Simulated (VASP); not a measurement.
A run of VASP 6.6.1 is set up as follows.

The input INCAR:

```
SYSTEM = Ge7H2
PREC     = Accurate       ! precision mode
ENCUT    = 520            ! plane-wave cutoff, eV
EDIFF    = 1E-6           ! SCF threshold, eV
ISMEAR   = 0              ! smearing method
SIGMA    = 0.05           ! smearing width, eV
LREAL    = Auto         
LASPH    = .TRUE.         ! aspherical terms in the spheres
NELM     = 60             ! most SCF steps
ALGO     = Normal         ! electronic algorithm
ISIF     = 2              ! what is computed and relaxed
LWAVE    = .FALSE.        ! write WAVECAR
LCHARG   = .TRUE.         ! write CHGCAR
LDIPOL   = .TRUE.       
IDIPOL   = 3            
DIPOL    = 0.5 0.5 0.357
GGA      = CA             ! functional
LELF     = .TRUE.         ! ELF
LVHAR    = .TRUE.       
LVACPOTAV= .TRUE.       
NBANDS   = 115            ! bands
```

The input KPOINTS:

```
Automatic mesh
0
G
  6 3 1
  0 0 0
```

Contents of POSCAR:

```
Ge7H2
1.0
    3.9752292141      0.0000000000      0.0000000000
    0.0000000000      7.9504584281      0.0000000000
    0.0000000000      0.0000000000     22.1891745247
Ge H
14 4
Direct
    0.0000000000      0.2500000000      0.2211186323
    0.0000000000      0.7500000000      0.2211186323
    0.0000000000      0.5000000000      0.2844583372
    0.0000000000      0.0000000000      0.2844583372
    0.5000000000      0.5000000000      0.3477980422
    0.5000000000      0.0000000000      0.3477980422
    0.5000000000      0.7523979660      0.4121975985
    0.5000000000      0.2485870310      0.4073200134
    0.0000000000      0.7497851046      0.4761580464
    0.0000000000      0.2560447473      0.4676033393
    0.0000000000      0.0063015910      0.5390228950
    0.0000000000      0.4930569563      0.5361593738
    0.5000000000      0.1552757891      0.5695623682
    0.5000000000      0.4493857706      0.5997122054
   -0.3085651772      0.2500000000      0.1796750369
    0.3085651772      0.2500000000      0.1796750369
    0.3079205199      0.7500000000      0.1794214520
   -0.3079205199      0.7500000000      0.1794214520
```

Potentials or basis: VASP PAW LDA potentials, release 64 (Ge_d, H).

The run is started by

```sh
$ cat potpaw_LDA.64/Ge_d/POTCAR potpaw_LDA.64/H/POTCAR > POTCAR
$ mpirun -np 1 vasp_std > vasp.out
```

Q: What does it give for the largest force?

A: 0.495 eV/Å.

Q: Estimate the band gap on the k mesh.

A: 0.34 eV, indirect (least direct gap 0.56 eV).

Forces in eV/Å, atoms in the order of the input:
```
Ge   0.000 -0.021  0.334
Ge   0.000  0.005  0.251
Ge   0.000  0.138 -0.234
Ge   0.000 -0.112 -0.201
Ge   0.000  0.253 -0.182
Ge   0.000 -0.270 -0.415
Ge   0.000 -0.008 -0.001
Ge   0.000 -0.002  0.002
Ge   0.000  0.008  0.016
Ge   0.000 -0.002  0.000
Ge   0.000 -0.004 -0.005
Ge   0.000  0.005  0.006
Ge   0.000  0.008 -0.013
Ge   0.000 -0.010  0.481
H   -0.016  0.010 -0.018
H    0.016  0.010 -0.018
H   -0.001 -0.005 -0.001
H    0.001 -0.005 -0.001
```
